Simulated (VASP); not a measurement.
CO, 2 atoms in the cell. Symmetry: Fm-3m, No. 225, cubic system. The conventional cell has a = 4.601 Å, b = 4.601 Å, c = 4.601 Å, α = 90.00°, β = 90.00°, γ = 90.00°. C (site symmetry m-3m) has 6 O at 2.30 Å within 3.0 Å. Within 3.0 Å of O (site symmetry m-3m) lie 6 C at 2.30 Å. 

- Program: VASP 6.6.1
- Task: relaxation of cell and atoms
- Functional: PBE
- Potentials or basis: VASP PAW PBE potentials, release 64 (C, O)
- Cutoff: 600 eV
- k mesh: 6 × 6 × 6
- Occupations: gaussian, width 0.1 eV
- Spin: no spin polarisation
- Dipole correction: no
- Further INCAR settings: ALGO = Normal; EDIFF = 1e-07; IBRION = 2; EDIFFG = -0.04; NSW = 90; ISIF = 3

Potentials or basis: VASP PAW PBE potentials, release 64 (C, O).

The run is started by

```sh
$ cat potpaw_PBE.64/C/POTCAR potpaw_PBE.64/O/POTCAR > POTCAR
$ mpirun -np 1 vasp_std > vasp.out
```

Hardware: 1 thread of Intel(R) Xeon(R) Platinum 8259CL CPU @ 2.50GHz (Skylake/Cascade Lake), on a shared host.

Estimate the wall time of this run.

Run time: 24 s on 1 thread of Intel(R) Xeon(R) Platinum 8259CL CPU @ 2.50GHz (Skylake/Cascade Lake) (shared host), peak memory 0.15 GiB. Counts: scf iterations 49, k points 16, ion steps 4.
